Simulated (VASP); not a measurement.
Wanted: the native input for a VASP 6.6.1 run.

* Task: single point
* Functional: PBEsol
* Potentials or basis: VASP PAW PBE potentials, release 64 (Sn_d, O)
* Cutoff: 520 eV
* k mesh: 8 × 8 × 8
* Occupations: fermi-dirac, width 0.02 eV
* Spin: no spin polarisation
* Dipole correction: no
* Further INCAR settings: ALGO = Normal; EDIFF = 1e-06; NBANDS = 17

The structure of SnO lies in POSCAR:

```
SnO
1.0
    0.0000000000      2.6873998326      2.6873998326
    2.6873998326      0.0000000000      2.6873998326
    2.6873998326      2.6873998326      0.0000000000
Sn O
1 1
Direct
    0.0000000000      0.0000000000      0.0000000000
    0.2500000000      0.2500000000      0.2500000000
```

One way to write it, as run:

INCAR

```
PREC     = Accurate       # precision mode
ENCUT    = 520            # plane-wave cutoff, eV
EDIFF    = 1E-6           # SCF threshold, eV
ISMEAR   = -1             # smearing method
SIGMA    = 0.02           # smearing width, eV
LREAL    = False          # projectors in reciprocal space
LASPH    = True           # aspherical terms in the spheres
NELM     = 100            # most SCF steps
ALGO     = Normal         # electronic algorithm
ISIF     = 2              # what is computed and relaxed
LWAVE    = False          # write WAVECAR
LCHARG   = False          # write CHGCAR
GGA      = PS             # functional
NBANDS   = 17             # bands
```

KPOINTS

```
regular mesh
0
Gamma
  8 8 8
```

Potentials or basis: VASP PAW PBE potentials, release 64 (Sn_d, O).

Launch:

```sh
$ cat potpaw_PBE.64/Sn_d/POTCAR potpaw_PBE.64/O/POTCAR > POTCAR
$ mpirun -np 1 vasp_std > vasp.out
```

It gave:

- Pressure: 0.1 GPa
- Band gap on the k mesh: zero (band 10 reaches 6.30 eV, above the bottom of band 11 at 6.11 eV)

Caveat: the PAW data sets were made with another functional, which shifts forces and pressure a little; spin-orbit coupling is left out, which moves the levels of the heavy elements.

Wall time 10 s on 1 thread of Intel(R) Xeon(R) Platinum 8559C (Emerald Rapids), with other jobs on the host, peak memory 0.16 GiB.
